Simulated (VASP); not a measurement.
A run of VASP 6.6.1 is set up as follows.

Contents of INCAR:

```
  PREC = Accurate
  ENCUT = 600
  EDIFF = 1E-6
  ISMEAR = 0
  SIGMA = 0.01
  LREAL = F
  LASPH = T
  NELM = 120
  ALGO = Normal
  ISIF = 2
  LWAVE = F
  LCHARG = F
  NBANDS = 11
  GGA_COMPAT = F
```

KPOINTS

```
regular mesh
0
Gamma
  10 10 10
```

Contents of POSCAR:

```
SiC
1.0
    0.0000000000      2.0569145754      2.0569145754
    2.0569145754      0.0000000000      2.0569145754
    2.0569145754      2.0569145754      0.0000000000
Si C
1 1
Direct
    0.0000000000      0.0000000000      0.0000000000
    0.2500000000      0.2500000000      0.2500000000
```

Potentials or basis: VASP PAW LDA potentials, release 64 (Si, C).

Command:

```sh
$ cat potpaw_LDA.64/Si/POTCAR potpaw_LDA.64/C/POTCAR > POTCAR
$ mpirun -np 1 vasp_std > vasp.out
```

Estimate the band gap on the k mesh.

1.14 eV, indirect (least direct gap 4.66 eV).

Estimate the pressure.

47.3 GPa.

 A k mesh can miss the band edges.
